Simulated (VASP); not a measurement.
A run of VASP 6.6.1 is set up as follows.

INCAR

```
SYSTEM = CdMo3
PREC     = Accurate       ! precision mode
ENCUT    = 600            ! plane-wave cutoff, eV
EDIFF    = 1E-6           ! SCF threshold, eV
ISMEAR   = 0              ! smearing method
SIGMA    = 0.1            ! smearing width, eV
LREAL    = .FALSE.        ! projectors in reciprocal space
LASPH    = .TRUE.         ! aspherical terms in the spheres
NELM     = 100            ! most SCF steps
ALGO     = Fast           ! electronic algorithm
ISIF     = 3              ! what is computed and relaxed
LWAVE    = .FALSE.        ! write WAVECAR
LCHARG   = .FALSE.        ! write CHGCAR
GGA      = PE             ! functional
IBRION   = 2              ! ionic algorithm
NSW      = 100            ! ionic steps
EDIFFG   = -0.01          ! ionic threshold
```

Contents of KPOINTS:

```
Automatic mesh
0
G
  12 12 12
  0 0 0
```

Contents of POSCAR:

```
CdMo3
1.0
    4.0513614240      0.0000000000      0.0000000000
    0.0000000000      4.0513614240      0.0000000000
    0.0000000000      0.0000000000      4.0513614240
Cd Mo
1 3
Direct
    0.0000000000      0.0000000000      0.0000000000
    0.0000000000      0.5000000000      0.5000000000
    0.5000000000      0.0000000000      0.5000000000
    0.5000000000      0.5000000000      0.0000000000
```

Potentials or basis: VASP PAW PBE potentials, release 64 (Cd, Mo_sv).

Command:

```bash
$ cat potpaw_PBE.64/Cd/POTCAR potpaw_PBE.64/Mo_sv/POTCAR > POTCAR
$ mpirun -np 1 vasp_std > vasp.out
```

(1) Estimate the band gap on the k mesh.

(2) What does it give for the relaxed cell?

(3) Predict the relaxed volume.

Results:

(1) zero (bands 27 and 28 overlap by 1.68 eV).

(2) a = 4.044 Å, b = 4.044 Å, c = 4.044 Å, α = 90.00°, β = 90.00°, γ = 90.00°.

(3) 16.53 Å³/atom.
